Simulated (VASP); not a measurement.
# TiSi2 (Cmcm) in VASP: notebook, part 2 of 2

VASP 6.6.1.

## 4. Single point, PBE (15.11 Å³/atom)

This run uses another cell than the first one, of 15.11 Å³/atom.

File INCAR:

```
SYSTEM = TiSi2
ALGO = Normal
EDIFF = 1E-6
ENCUT = 520
GGA = PE
ISIF = 2
ISMEAR = 0
LASPH = .TRUE.
LCHARG = .FALSE.
LREAL = .FALSE.
LWAVE = .FALSE.
NBANDS = 29
NELM = 80
PREC = Accurate
SIGMA = 0.15
```

File KPOINTS:

```
k-points
0
G
  12 12 12
  0 0 0
```

File POSCAR:

```
TiSi2
1.0
    1.7727697659     -7.1494503123      0.0000000000
    1.7727697659      7.1494503123      0.0000000000
    0.0000000000      0.0000000000      3.5772306940
Ti Si
2 4
Direct
    0.8968075258      0.1031924742      0.7500000000
    0.1031924742      0.8968075258      0.2500000000
    0.5591373591      0.4408626409      0.7500000000
    0.4408626409      0.5591373591      0.2500000000
    0.2498287182      0.7501712818      0.7500000000
    0.7501712818      0.2498287182      0.2500000000
```

Potentials or basis: VASP PAW PBE potentials, release 64 (Ti_sv, Si).

Command:

```
$ cat potpaw_PBE.64/Ti_sv/POTCAR potpaw_PBE.64/Si/POTCAR > POTCAR
$ mpirun -np 1 vasp_std > vasp.out
```

OUTCAR:

```text
SYSTEM = TiSi2
   EDIFF = 1E-6
   ENCUT = 520
   GGA = PE
   ISIF = 2
   ISMEAR = 0
   LASPH = .TRUE.
   LREAL = .FALSE.
   NELM = 80
   PREC = Accurate

 ion  position               nearest neighbor table
   1  0.897  0.103  0.750-   4 2.60   4 2.60   4 2.60   4 2.60   5 2.75   5 2.75   6 2.76   6 2.76
                             3 2.92   3 2.92
   2  0.103  0.897  0.250-   3 2.60   3 2.60   3 2.60   3 2.60   6 2.75   6 2.75   5 2.76   5 2.76
                             4 2.92   4 2.92
   3  0.559  0.441  0.750-   4 2.46   4 2.46   2 2.60   2 2.60   2 2.60   2 2.60   1 2.92   1 2.92

   4  0.441  0.559  0.250-   3 2.46   3 2.46   1 2.60   1 2.60   1 2.60   1 2.60   2 2.92   2 2.92

   5  0.250  0.750  0.750-   6 2.52   6 2.52   6 2.52   6 2.52   1 2.75   1 2.75   2 2.76   2 2.76

   6  0.750  0.250  0.250-   5 2.52   5 2.52   5 2.52   5 2.52   2 2.75   2 2.75   1 2.76   1 2.76

  LATTYP: Found a base centered orthorhombic cell.
 ALAT       =     3.5455395318
 B/A-ratio  =     4.0329265818
 C/A-ratio  =     1.0089383187

  Lattice vectors:

 A1 = (   1.7727697659,  -7.1494503123,   0.0000000000)
[... 183 lines left out ...]
  free energy    TOTEN  =       -40.59400109 eV

  energy without entropy =      -40.57517159  energy(sigma->0) =      -40.58458634

 E-fermi :   9.7505     XC(G=0): -11.3544

 val. band max:        9.7470346900   @ k =   0.5000   0.0000   0.0833
 cond. band min:       9.7551563473   @ k =  -0.2500   0.0833   0.0000
 fundamental gap:      0.0081216572
 Fermi energy:         9.7505419132

 k-point     1 :       0.0000    0.0000    0.0000
  band No.  band energies     occupation
      1     -47.2570      2.00000
      2     -47.2518      2.00000
      3     -23.6010      2.00000
      4     -23.5444      2.00000
      5     -23.5384      2.00000
      6     -23.5307      2.00000
[... 757 lines left out ...]
     28      12.3766      0.00000
     29      13.1173      0.00000

 [... further k-points ...]
[... 5 lines left out ...]
  --------------------------------------------------------------------------------------
  -------------------------------------------------------------------------------------
  Total       -1.2189628     -5.9600677     -1.6202130      0.0000000     -0.0000000      0.0000000
  in kB      -21.5376899   -105.3076317    -28.6273244      0.0000000     -0.0000000      0.0000000
  external PRESSURE =     -51.8242153 kB  Pullay stress =       0.0000000 kB

 VOLUME and BASIS-vectors are now :
 -----------------------------------------------------------------------------
  energy-cutoff  :      520.00
  volume of cell :       90.68
      direct lattice vectors                 reciprocal lattice vectors
     1.772769766 -7.149450312  0.000000000     0.282044521 -0.069935447  0.000000000
     1.772769766  7.149450312  0.000000000     0.282044521  0.069935447  0.000000000
     0.000000000  0.000000000  3.577230694     0.000000000  0.000000000  0.279545851

 POSITION                                       TOTAL-FORCE (eV/Angst)
 -----------------------------------------------------------------------------------
      1.77277     -5.67391      2.68292         0.000000      0.456246      0.000000
      1.77277      5.67391      0.89431         0.000000     -0.456246     -0.000000
      1.77277     -0.84560      2.68292         0.000000      0.368855     -0.000000
      1.77277      0.84560      0.89431         0.000000     -0.368855     -0.000000
      1.77277      3.57717      2.68292         0.000000     -0.015649     -0.000000
      1.77277     -3.57717      0.89431         0.000000      0.015649     -0.000000
 -----------------------------------------------------------------------------------
    total drift:                                0.000000     -0.000000      0.000000

  FREE ENERGIE OF THE ION-ELECTRON SYSTEM (eV)
  ---------------------------------------------------
  free  energy   TOTEN  =       -40.5940010903 eV

  energy  without entropy=      -40.5751715882  energy(sigma->0) =      -40.58458634
```

OSZICAR:

```text
N       E                     dE             d eps       ncg     rms          rms(c)
DAV:   1     0.384297996019E+03    0.38430E+03   -0.18813E+04 17474   0.144E+03
DAV:   2     0.111389843299E+01   -0.38318E+03   -0.37239E+03 17633   0.422E+02
DAV:   3    -0.411259426976E+02   -0.42240E+02   -0.41431E+02 28627   0.118E+02
DAV:   4    -0.446835058419E+02   -0.35576E+01   -0.35328E+01 25557   0.302E+01
DAV:   5    -0.448952394123E+02   -0.21173E+00   -0.21166E+00 26147   0.615E+00    0.177E+01
DAV:   6    -0.417224968484E+02    0.31727E+01   -0.45516E+01 24876   0.429E+01    0.852E+00
DAV:   7    -0.407224454758E+02    0.10001E+01   -0.12256E+01 24134   0.240E+01    0.526E+00
DAV:   8    -0.406006633717E+02    0.12178E+00   -0.11145E+00 23275   0.732E+00    0.103E+00
DAV:   9    -0.405938876589E+02    0.67757E-02   -0.79842E-02 25122   0.194E+00    0.643E-01
DAV:  10    -0.405941703094E+02   -0.28265E-03   -0.15288E-02 24961   0.851E-01    0.249E-01
DAV:  11    -0.405940745220E+02    0.95787E-04   -0.40911E-03 24641   0.453E-01    0.713E-02
DAV:  12    -0.405939984880E+02    0.76034E-04   -0.44901E-04 23312   0.158E-01    0.127E-02
DAV:  13    -0.405940028086E+02   -0.43206E-05   -0.32462E-05 26696   0.357E-02    0.101E-02
DAV:  14    -0.405940010829E+02    0.17257E-05   -0.18701E-05 24290   0.304E-02    0.348E-03
DAV:  15    -0.405940010903E+02   -0.73878E-08   -0.10833E-06 14438   0.907E-03
   1 F= -.40594001E+02 E0= -.40584586E+02  d E =-.188295E-01
```

It took 22 min on 1 thread of AMD EPYC 7R13 (Zen 3), shared host; peak memory 0.71 GiB.

Results:

| Item | Value |
| --- | --- |
| Free energy | -40.5940 eV |
| Pressure | -5.2 GPa |
| Largest force | 0.456 eV/Å |
| Band gap on the k mesh | zero (bands 20 and 21 overlap by 0.90 eV) |

Forces on the atoms (eV/Å):
```
Ti   0.000  0.456  0.000
Ti   0.000 -0.456  0.000
Si   0.000  0.369  0.000
Si   0.000 -0.369  0.000
Si   0.000 -0.016  0.000
Si   0.000  0.016  0.000
```

Caveat: the stress differs along the axes, from -11 to -2 GPa.

## 5. Overview

```tsv
cell	gap on the mesh (eV)	pressure (GPa)	largest force (eV/Å)
a = 7.181, b = 7.181, c = 3.531 Å, angles 90.0, 90.0, 151.8°, 6 atoms	none	1.0	0.30
a = 6.907, b = 6.907, c = 3.707 Å, angles 90.0, 90.0, 149.1°, 6 atoms	none	-6.9	0.24
a = 7.366, b = 7.366, c = 3.577 Å, angles 90.0, 90.0, 152.1°, 6 atoms	none	-5.2	0.46
```

Alike in all rows: task single point; level PBE; potentials or basis VASP PAW PBE potentials, release 64 (Ti_sv, Si); no spin polarisation; k mesh 12 × 12 × 12; cutoff (eV) 520; smearing gaussian 0.15 eV.

Caveats: the stress differs along the axes, from -5 to 4 GPa (at least some runs); the stress differs along the axes, from -11 to 0 GPa (at least some runs); the stress differs along the axes, from -11 to -2 GPa (at least some runs).

Absolute energies hang on the potentials; compare differences alone.
